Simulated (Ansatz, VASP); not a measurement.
## Zn: VASP beside Ansatz

```
CELL_PARAMETERS angstrom
4.05554 0.00000 0.00000
0.00000 4.05554 0.00000
0.00000 0.00000 4.05554
ATOMIC_POSITIONS crystal
Zn 0.99999 0.99999 0.99999
Zn 0.50001 0.00001 0.49999
Zn 0.49999 0.50001 0.00001
Zn 0.00001 0.49999 0.50001
```

Alike in both runs: functional PBE; k mesh 12 × 12 × 12; occupations gaussian, width 0.1 eV; no spin polarisation.

Ansatz relaxed the structure, and its values are those at the end. VASP's run is a single point on that final structure, the one shown.

|  | VASP | Ansatz |
| --- | --- | --- |
| version | VASP 6.6.1 | Ansatz 0.2.0 |
| potentials or method | VASP PAW PBE potentials, release 64 (Zn), cutoff 520 eV | scalar-relativistic, plane waves, PAW |
| valence electrons in the cell | 48 | 48 |

```csv
,VASP,Ansatz,Ansatz less VASP
gap on the k mesh at the Fermi level (eV),none,none,-
pressure (GPa),-4.9,-5.1,-0.26
```

A gap of «none» marks a metal or a gap that the smearing closes. With one functional, cell and mesh, what is left measures potentials, basis and numerics. Ansatz's warnings: stress scf threshold loose.
